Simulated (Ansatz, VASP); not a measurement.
HfB: VASP beside Ansatz

File INCAR:

```
SYSTEM = HfB
ALGO = Normal
EDIFF = 1E-7
ENCUT = 520
GGA = PS
ISIF = 2
ISMEAR = 0
LASPH = .True.
LCHARG = .False.
LREAL = .False.
LWAVE = .False.
NBANDS = 14
NELM = 80
PREC = Accurate
SIGMA = 0.15
```

Contents of KPOINTS:

```
k-points
0
Gamma
  16 16 16
  0 0 0
```

POSCAR

```
HfB
1.0
    0.0000000000      2.3936993068      2.3936993068
    2.5612582583      0.0000000000      2.3936993068
    2.5612582583      2.3936993068      0.0000000000
Hf B
1 1
Direct
    0.4990473968      0.5009526032      0.5009526032
    0.0157287926     -0.0157287926     -0.0157287926
```

Input for Ansatz:

```yaml
crystal:
  lattice:
    - [0.0, 2.3936993068, 2.3936993068]
    - [2.5612582583, 0.0, 2.3936993068]
    - [2.5612582583, 2.3936993068, 0.0]
  atoms:
    - { symbol: Hf, position: [0.4990473968, 0.5009526032, 0.5009526032] }
    - { symbol: B, position: [0.0157287926, -0.0157287926, -0.0157287926] }
basis:
  ecutwfc: 520.0
kpoints:
  mp_grid: { grid: [16, 16, 16] }
hamiltonian:
  xc: pbesol
  pseudopotentials: { kind: paw }
scf:
  occupations: { method: gaussian, width: 0.15 }
output:
  forces: true
  stress: true
  eigenvalues: true
```

Change from the starting cell: mode 4 frozen in at -0.075 Å, normal strain along x +0.0700.

Alike in both runs: task single point; functional PBEsol; k mesh 16 × 16 × 16; occupations gaussian, width 0.15 eV; no spin polarisation.

```csv
,VASP,Ansatz
version,VASP 6.6.1,Ansatz 0.2.0
potentials or method,"VASP PAW PBE potentials, release 64 (Hf_pv, B), cutoff 520 eV","scalar-relativistic, plane waves, PAW"
valence electrons in the cell,13,29
```

```tsv
	VASP	Ansatz	Ansatz less VASP
gap on the k mesh at the Fermi level (eV)	none	none	-
pressure (GPa)	-9.0	-9.1	-0.12
traceless stress, the component that is largest in VASP (GPa)	-11.32	-11.17	+0.151
rms of the force components (eV/Å)	0.181	0.182	+0.0015
```

VASP's potentials were made for PBE, not for PBEsol. Atom by atom the forces differ by 0.002 eV/Å (rms over components). A gap of «none» marks a metal or a gap that the smearing closes. With one functional, cell and mesh, what is left measures potentials, basis and numerics. VASP's potentials hold 13 valence electrons a cell and Ansatz's 29, so a difference there can come from the potentials and not from the codes.

Neither program's run includes spin-orbit coupling.
